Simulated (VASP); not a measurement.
# Ga (C2/c) in VASP: notebook, part 2 of 2

VASP 6.6.1.

**3. Single point, PBE (16.90 Å³/atom)**

This run uses another cell than the first one, of 16.90 Å³/atom.

Input file INCAR:

```
SYSTEM = Ga
PREC     = Accurate       ! precision mode
ENCUT    = 500            ! plane-wave cutoff, eV
EDIFF    = 1E-6           ! SCF threshold, eV
ISMEAR   = -1             ! smearing method
SIGMA    = 0.1            ! smearing width, eV
LREAL    = .False.        ! projectors in reciprocal space
LASPH    = .True.         ! aspherical terms in the spheres
NELM     = 120            ! most SCF steps
ALGO     = Normal         ! electronic algorithm
ISIF     = 2              ! what is computed and relaxed
LWAVE    = .False.        ! write WAVECAR
LCHARG   = .False.        ! write CHGCAR
GGA      = PE             ! functional
NBANDS   = 20             ! bands
GGA_COMPAT= .False.
```

Input file KPOINTS:

```
regular mesh
0
Gamma
  13 13 11
  0 0 0
```

Input file POSCAR:

```
Ga
1.0
    1.3387214345     -3.9533131233     -0.0166974835
    1.3387214345      3.9533131233     -0.0166974835
   -0.1538931913      0.0000000000      3.1953892093
Ga
2
Direct
    0.8668376019      0.1331623981      0.2500000000
    0.1331623981      0.8668376019      0.7500000000
```

Potentials or basis: VASP PAW PBE potentials, release 64 (Ga_d).

Run with:

```sh
$ cat potpaw_PBE.64/Ga_d/POTCAR > POTCAR
$ mpirun -np 1 vasp_std > vasp.out
```

OUTCAR:

```text
SYSTEM = Ga
   PREC = Accurate
   ENCUT = 500
   EDIFF = 1E-6
   ISMEAR = -1
   LREAL = .False.
   LASPH = .True.
   NELM = 120
   ISIF = 2
   GGA = PE

 ion  position               nearest neighbor table
   1  0.867  0.133  0.250-   2 2.64   2 2.64   2 2.74   2 2.74   2 2.83   2 2.83
   2  0.133  0.867  0.750-   1 2.64   1 2.64   1 2.74   1 2.74   1 2.83   1 2.83

  LATTYP: Found a base centered monoclinic cell.
 ALAT       =     2.6776511238
 B/A-ratio  =     2.9528216639
 C/A-ratio  =     1.1947385007
 COS(beta)  =    -0.0605588179

  Lattice vectors:

 A1 = (   1.3387214345,  -3.9533131233,  -0.0166974835)
 A2 = (   1.3387214345,   3.9533131233,  -0.0166974835)
 A3 = (  -0.1538931913,   0.0000000000,   3.1953892093)

Analysis of symmetry for initial positions (statically):
=====================================================================
 Subroutine PRICEL returns:
 Original cell was already a primitive cell.

 Routine SETGRP: Setting up the symmetry group for a
 base centered monoclinic supercell.

 Subroutine GETGRP returns: Found  4 space group operations
 (whereof  2 operations were pure point group operations)
 out of a pool of  4 trial point group operations.

The static configuration has the point symmetry S_2 .
 The point group associated with its full space group is C_2h.

Analysis of symmetry for dynamics (positions and initial velocities):
=====================================================================
 Subroutine PRICEL returns:
 Original cell was already a primitive cell.

 Routine SETGRP: Setting up the symmetry group for a
 base centered monoclinic supercell.

 Subroutine GETGRP returns: Found  4 space group operations
 (whereof  2 operations were pure point group operations)
 out of a pool of  4 trial point group operations.

[... 113 lines left out ...]
   NUPDOWN=      -1.0000    fix difference up-down
   EMIN   =  10.00;   EMAX   =-10.00  energy-range for DOS
   EFERMI =   0.00;   METHOD = LEGACY
   ISMEAR =    -1;   SIGMA  =   0.10  broadening in eV -4-tet -1-fermi 0-gaus
   EFERMI_NEDOS =   21; number of points for ismear=-14 and -15
   IALGO  =     38    algorithm
   IMIX   =      4    mixing-type and parameters
     AMIX     =   0.40;   BMIX     =  1.00
     AMIX_MAG =   1.60;   BMIX_MAG =  1.00
  volume/ion in A,a.u.               =      16.90       114.05
  Fermi-wavevector in a.u.,A,eV,Ry     =   1.499977  2.834545 30.612161  2.249930
  Thomas-Fermi vector in A             =   2.611537
   LORBIT       =      0    0 simple, 1 ext, 2 COOP (PROOUT), +10 PAW based schemes
   GGA     = PE    functional components
   LHFCALC =     F    Hartree Fock is set to
   AEXX    =    0.0000 exact exchange contribution
   IVDW    =     0    specifies the selected vdW correction
   LEPSILON=     F    determine dielectric tensor
   LRPA    =     F    only Hartree local field effects (RPA)
 non-spin polarized calculation
  energy-cutoff  :      500.00
  volume of cell :       33.80
 maximum number of plane-waves:       874
   NGX = 15   NGY = 15   NGZ = 11

 number of electron      25.9999991 magnetization

 Free energy of the ion-electron system (eV)
  ---------------------------------------------------
  ext. energy  EPLUGINS =         0.00000000
  ---------------------------------------------------
  free energy    TOTEN  =        -5.68458812 eV

  energy without entropy =       -5.66358167  energy(sigma->0) =       -5.67408489

 E-fermi :   6.6032     XC(G=0): -11.5313

 val. band max:        6.6025693354   @ k =  -0.3077  -0.3846   0.2727
 cond. band min:       6.6203467599   @ k =  -0.3846   0.4615   0.1818
 fundamental gap:      0.0177774245
 Fermi energy:         6.6032382522

 k-point     1 :       0.0000    0.0000    0.0000
  band No.  band energies     occupation
      1      -8.7466      2.00000
      2      -8.7247      2.00000
      3      -8.6798      2.00000
      4      -8.6786      2.00000
      5      -8.3274      2.00000
      6      -8.3238      2.00000
[... 541 lines left out ...]
     19      17.2562      0.00000
     20      18.2705      0.00000

 [... further k-points ...]

------------------------ aborting loop because EDIFF is reached ----------------------------------------

  FORCE on cell =-STRESS in cart. coord.  units (eV):
  Direction    XX          YY          ZZ          XY          YZ          ZX
  --------------------------------------------------------------------------------------
  -------------------------------------------------------------------------------------
  Total        2.0474983      1.6234272      1.7357019      0.0000000      0.0000000      0.0467712
  in kB       97.0487402     76.9483258     82.2699990      0.0000000      0.0000000      2.2168915
  external PRESSURE =      85.4223550 kB  Pullay stress =       0.0000000 kB

 VOLUME and BASIS-vectors are now :
 -----------------------------------------------------------------------------
  energy-cutoff  :      500.00
  volume of cell :       33.80
      direct lattice vectors                 reciprocal lattice vectors
     1.338721435 -3.953313123 -0.016697483     0.373715186 -0.126476195  0.017998503
     1.338721435  3.953313123 -0.016697483     0.373715186  0.126476195  0.017998503
    -0.153893191  0.000000000  3.195389209     0.003905692  0.000000000  0.313139024

 POSITION                                       TOTAL-FORCE (eV/Angst)
 -----------------------------------------------------------------------------------
      1.30025     -2.90045      0.78215         0.000000     -0.017356     -0.000000
      1.22330      2.90045      2.37984        -0.000000      0.017356      0.000000
 -----------------------------------------------------------------------------------
    total drift:                                0.000000     -0.000000     -0.000000

  FREE ENERGIE OF THE ION-ELECTRON SYSTEM (eV)
  ---------------------------------------------------
  free  energy   TOTEN  =        -5.6845881161 eV

  energy  without entropy=       -5.6635816715  energy(sigma->0) =       -5.67408489
```

OSZICAR:

```text
N       E                     dE             d eps       ncg     rms          rms(c)
DAV:   1     0.127311671085E+03    0.12731E+03   -0.12885E+04 21796   0.248E+03
DAV:   2     0.491944735083E+01   -0.12239E+03   -0.11923E+03 20804   0.377E+02
DAV:   3    -0.559657498696E+01   -0.10516E+02   -0.10460E+02 22620   0.916E+01
DAV:   4    -0.574455377194E+01   -0.14798E+00   -0.14790E+00 23072   0.120E+01
DAV:   5    -0.574711557824E+01   -0.25618E-02   -0.25617E-02 23180   0.154E+00    0.160E+00
DAV:   6    -0.569588447343E+01    0.51231E-01   -0.98371E-02 27008   0.560E+00    0.814E-01
DAV:   7    -0.568576630050E+01    0.10118E-01   -0.19213E-02 29364   0.206E+00    0.218E-01
DAV:   8    -0.568456856338E+01    0.11977E-02   -0.24746E-03 22800   0.716E-01    0.192E-02
DAV:   9    -0.568458775958E+01   -0.19196E-04   -0.10919E-04 22736   0.108E-01    0.799E-03
DAV:  10    -0.568458811606E+01   -0.35648E-06   -0.57889E-06 22448   0.290E-02
   1 F= -.56845881E+01 E0= -.56740849E+01  d E =-.210064E-01
```

It took 3.2 min on 1 thread of Intel Xeon Platinum 8259CL at 2.50GHz (Skylake/Cascade Lake), shared host; peak memory 0.36 GiB.

Results:

```
Free energy            : -5.6846 eV
Pressure               : 8.5 GPa
Largest force          : 0.017 eV/Å
Band gap on the k mesh : zero (bands 13 and 14 overlap by 8.62 eV)
```

Forces on the atoms (eV/Å):
```
Ga   0.000 -0.017  0.000
Ga   0.000  0.017  0.000
```

Stress tensor (GPa, compression positive):
```
9.70 0.00 0.22
0.00 7.69 0.00
0.22 0.00 8.23
```

Caveat: the cell stands under pressure.

**4. Single point, PBE (17.67 Å³/atom)**

This run uses another cell than the first one, of 17.67 Å³/atom.

Input file INCAR:

```
PREC     = Accurate       # precision mode
ENCUT    = 500            # plane-wave cutoff, eV
EDIFF    = 1E-6           # SCF threshold, eV
ISMEAR   = -1             # smearing method
SIGMA    = 0.1            # smearing width, eV
LREAL    = F              # projectors in reciprocal space
LASPH    = T              # aspherical terms in the spheres
NELM     = 120            # most SCF steps
ALGO     = Normal         # electronic algorithm
ISIF     = 2              # what is computed and relaxed
LWAVE    = F              # write WAVECAR
LCHARG   = T              # write CHGCAR
GGA      = PE             # functional
LELF     = T              # ELF
LVHAR    = T            
NBANDS   = 20             # bands
GGA_COMPAT= F
```

Input file KPOINTS:

```
regular mesh
0
Gamma
  13 13 11
```

Input file POSCAR:

```
Ga
1.0
    1.3587052977     -4.0123264971     -0.0169467364
    1.3587052977      4.0123264971     -0.0169467364
   -0.1561904433      0.0000000000      3.2430886178
Ga
2
Direct
    0.8668376019      0.1331623981      0.2500000000
    0.1331623981      0.8668376019      0.7500000000
```

Run with:

```sh
$ cat potpaw_PBE.64/Ga_d/POTCAR > POTCAR
$ mpirun -np 1 vasp_std > vasp.out
```

It took 2.5 min on 1 thread of Intel Xeon Platinum 8259CL at 2.50GHz (Skylake/Cascade Lake), shared host; peak memory 0.37 GiB.

The run converged. Its results:

- Free energy: -5.7501 eV
- Pressure: 4.9 GPa
- Largest force: 0.006 eV/Å
- Band gap on the k mesh: zero (bands 13 and 14 overlap by 8.32 eV)

Forces on the atoms (eV/Å):
```
Ga   0.000 -0.006  0.000
Ga   0.000  0.006  0.000
```

Stress tensor (GPa, compression positive):
```
5.84 0.00 0.19
0.00 4.22 0.00
0.19 0.00 4.76
```

Levels at points of the mesh, in eV from the Fermi level:
| k point | band 9 | band 10 | band 11 | band 12 | band 13 | band 14 | band 15 | band 16 | band 17 | band 18 |
| --- | --- | --- | --- | --- | --- | --- | --- | --- | --- | --- |
| (0.00, 0.00, 0.00) | -14.82 | -14.68 | -11.63 | -2.41 | -1.72 | 1.92 | 5.74 | 9.97 | 10.60 | 10.98 |

Caveat: the cell stands under pressure.

**5. Single point, PBE (20.74 Å³/atom)**

This run uses another cell than the first one, of 20.74 Å³/atom.

Input file INCAR:

```
PREC = Accurate
ENCUT = 500
EDIFF = 1E-6
ISMEAR = -1
SIGMA = 0.1
LREAL = False
LASPH = True
NELM = 120
ALGO = Normal
ISIF = 2
LWAVE = False
LCHARG = False
GGA = PE
NBANDS = 20
GGA_COMPAT = False
```

Input file KPOINTS:

```
Automatic mesh
0
Gamma
  13 13 11
```

Input file POSCAR:

```
Ga
1.0
    1.4333004750     -4.2326098852     -0.0178771404
    1.4333004750      4.2326098852     -0.0178771404
   -0.1647655581      0.0000000000      3.4211395689
Ga
2
Direct
    0.8668376019      0.1331623981      0.2500000000
    0.1331623981      0.8668376019      0.7500000000
```

Run with:

```sh
$ cat potpaw_PBE.64/Ga_d/POTCAR > POTCAR
$ mpirun -np 1 vasp_std > vasp.out
```

It took 4 min on 1 thread of Intel Xeon Platinum 8488C (Sapphire Rapids), shared host; peak memory 0.42 GiB.

Results (log left out):

```yaml
Free_energy: -5.7647 eV
Pressure: -3.1 GPa
Largest_force: 0.011 eV/Å
Band_gap_on_the_k_mesh: zero (bands 13 and 14 overlap by 7.29 eV)
```

Forces in eV/Å, atoms in the order of the input:
```
Ga   0.000  0.011  0.000
Ga   0.000 -0.011  0.000
```

Stress tensor (GPa, compression positive):
```
-2.59  0.00  0.21
 0.00 -3.57  0.00
 0.21  0.00 -3.22
```

Levels at points of the mesh, in eV from the Fermi level:
```tsv
k point	band 10	band 11	band 12	band 13	band 14	band 15	band 16	band 17
(0.00, 0.00, 0.00)	-14.61	-10.40	-2.12	-1.90	1.85	5.47	8.84	9.31
```

Caveat: the cell stands under tension.

**6. Single point, PBE (21.51 Å³/atom)**

This run uses another cell than the first one, of 21.51 Å³/atom.

Input file INCAR:

```
  PREC = Accurate
  ENCUT = 500
  EDIFF = 1E-6
  ISMEAR = -1
  SIGMA = 0.1
  LREAL = F
  LASPH = T
  NELM = 120
  ALGO = Normal
  ISIF = 2
  LWAVE = F
  LCHARG = F
  GGA = PE
  NBANDS = 20
  GGA_COMPAT = F
```

Input file KPOINTS:

```
regular mesh
0
Gamma
  13 13 11
```

Input file POSCAR:

```
Ga
1.0
    1.4507814719     -4.2842321666     -0.0180951758
    1.4507814719      4.2842321666     -0.0180951758
   -0.1667750922      0.0000000000      3.4628648954
Ga
2
Direct
    0.8668376019      0.1331623981      0.2500000000
    0.1331623981      0.8668376019      0.7500000000
```

Potentials or basis: VASP PAW PBE potentials, release 64 (Ga_d).

Run with:

```sh
$ cat potpaw_PBE.64/Ga_d/POTCAR > POTCAR
$ mpirun -np 1 vasp_std > vasp.out
```

Run time: 3.9 min. Hardware: 1 thread of Intel Xeon Platinum 8488C (Sapphire Rapids), shared host; peak memory 0.43 GiB.

The run converged. Its results:

```
Free energy            : -5.7308 eV
Pressure               : -4.1 GPa
Largest force          : 0.009 eV/Å
Band gap on the k mesh : zero (bands 13 and 14 overlap by 7.07 eV)
```

Forces in eV/Å, atoms in the order of the input:
```
Ga   0.000  0.009  0.000
Ga   0.000 -0.009  0.000
```

Stress tensor (GPa, compression positive):
```
-3.68  0.00  0.22
 0.00 -4.51  0.00
 0.22  0.00 -4.25
```

Levels at points of the mesh, in eV from the Fermi level:
```csv
k point,band 9,band 10,band 11,band 12,band 13,band 14,band 15,band 16,band 17,band 18
"(0.00, 0.00, 0.00)",-14.69,-14.60,-10.15,-2.20,-1.80,1.84,5.41,8.59,9.04,9.47
```

Caveat: the cell stands under tension.

**7. The runs side by side**

```tsv
cell	k mesh	gap on the mesh (eV)	pressure (GPa)	largest force (eV/Å)
a = 4.356, b = 4.356, c = 3.338 Å, angles 91.1, 91.1, 142.6°, 2 atoms	12 × 12 × 10	none	0.0	-
a = 4.174, b = 4.174, c = 3.199 Å, angles 91.1, 91.1, 142.6°, 2 atoms	13 × 13 × 11	none	8.5	0.02
a = 4.236, b = 4.236, c = 3.247 Å, angles 91.1, 91.1, 142.6°, 2 atoms	13 × 13 × 11	none	4.9	0.01
a = 4.469, b = 4.469, c = 3.425 Å, angles 91.1, 91.1, 142.6°, 2 atoms	13 × 13 × 11	none	-3.1	0.01
a = 4.523, b = 4.523, c = 3.467 Å, angles 91.1, 91.1, 142.6°, 2 atoms	13 × 13 × 11	none	-4.1	0.01
```

Alike in all rows: task single point; level PBE; potentials or basis VASP PAW PBE potentials, release 64 (Ga_d); no spin polarisation; cutoff (eV) 500; smearing fermi-dirac 0.1 eV.

Caveats: the cell stands under pressure (at least some runs); the cell stands under tension (at least some runs).

Total energies depend on the potentials used, so only differences within one code and one set of settings carry meaning.
